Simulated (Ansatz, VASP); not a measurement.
**SnO2 in VASP and in Ansatz**

The input INCAR:

```
ALGO = Normal
EDIFF = 1E-6
ENCUT = 520
GGA = PE
ISIF = 2
ISMEAR = 0
LASPH = T
LCHARG = F
LREAL = F
LWAVE = F
NBANDS = 64
NELM = 60
PREC = Accurate
SIGMA = 0.05
```

Contents of KPOINTS:

```
k-points
0
Gamma
  6 6 6
```

File POSCAR:

```
SnO2
1.0
    4.4007090973      0.0000000000      0.0000000000
    0.0000000000      5.7966757586      0.0000000000
    0.0000000000      0.0000000000      4.8739520267
Sn O
4 8
Direct
    0.5000000000      0.6651654903      0.7500000000
    0.0000000000      0.8348345097      0.2500000000
    0.5000000000      0.3348345097      0.2500000000
    0.0000000000      0.1651654903      0.7500000000
    0.7301204269      0.6070551965      0.0781681516
    0.2301204269      0.8929448035      0.9218318484
    0.7698795731      0.8929448035      0.5781681516
    0.2698795731      0.6070551965      0.4218318484
    0.7301204269      0.3929448035      0.5781681516
    0.2301204269      0.1070551965      0.4218318484
    0.7698795731      0.1070551965      0.0781681516
    0.2698795731      0.3929448035      0.9218318484
```

Input for Ansatz:

```yaml
crystal:
  lattice:
    - [4.4007090973, 0.0, 0.0]
    - [0.0, 5.7966757586, 0.0]
    - [0.0, 0.0, 4.8739520267]
  atoms:
    - { symbol: Sn, position: [0.5, 0.6651654903, 0.75] }
    - { symbol: Sn, position: [0.0, 0.8348345097, 0.25] }
    - { symbol: Sn, position: [0.5, 0.3348345097, 0.25] }
    - { symbol: Sn, position: [0.0, 0.1651654903, 0.75] }
    - { symbol: O, position: [0.7301204269, 0.6070551965, 0.0781681516] }
    - { symbol: O, position: [0.2301204269, 0.8929448035, 0.9218318484] }
    - { symbol: O, position: [0.7698795731, 0.8929448035, 0.5781681516] }
    - { symbol: O, position: [0.2698795731, 0.6070551965, 0.4218318484] }
    - { symbol: O, position: [0.7301204269, 0.3929448035, 0.5781681516] }
    - { symbol: O, position: [0.2301204269, 0.1070551965, 0.4218318484] }
    - { symbol: O, position: [0.7698795731, 0.1070551965, 0.0781681516] }
    - { symbol: O, position: [0.2698795731, 0.3929448035, 0.9218318484] }
basis:
  ecutwfc: 520.0
kpoints:
  mp_grid: { grid: [6, 6, 6] }
hamiltonian:
  xc: pbe
  pseudopotentials: { kind: paw, azcp: { folder: soft_1 } }
scf:
  occupations: { method: gaussian, width: 0.05 }
output:
  forces: true
  stress: true
  eigenvalues: true
```

Change from the starting cell: volume 10.361 Å^3 an atom, stretch along b over the lengths across it, relative to the relaxed cell 1.0835.

Alike in both runs: task single point; functional PBE; k mesh 6 × 6 × 6; occupations gaussian, width 0.05 eV; no spin polarisation.

```csv
,VASP,Ansatz
version,VASP 6.6.1,Ansatz 0.2.0
potentials or method,"VASP PAW PBE potentials, release 64 (Sn_d, O), cutoff 520 eV","scalar-relativistic, plane waves, PAW"
valence electrons in the cell,104,104
```

Ansatz gave:

- gap on the k mesh at the Fermi level (eV): 3.01
- least direct gap on the mesh (eV): 3.03
- rms of the force components (eV/Å): 0.692

**Question.** What did VASP give for the same quantities?

**Answer.** gap on the k mesh at the Fermi level (eV): 3.01; least direct gap on the mesh (eV): 3.03; rms of the force components (eV/Å): 0.709.

Atom by atom the forces differ by 0.018 eV/Å (rms over components).
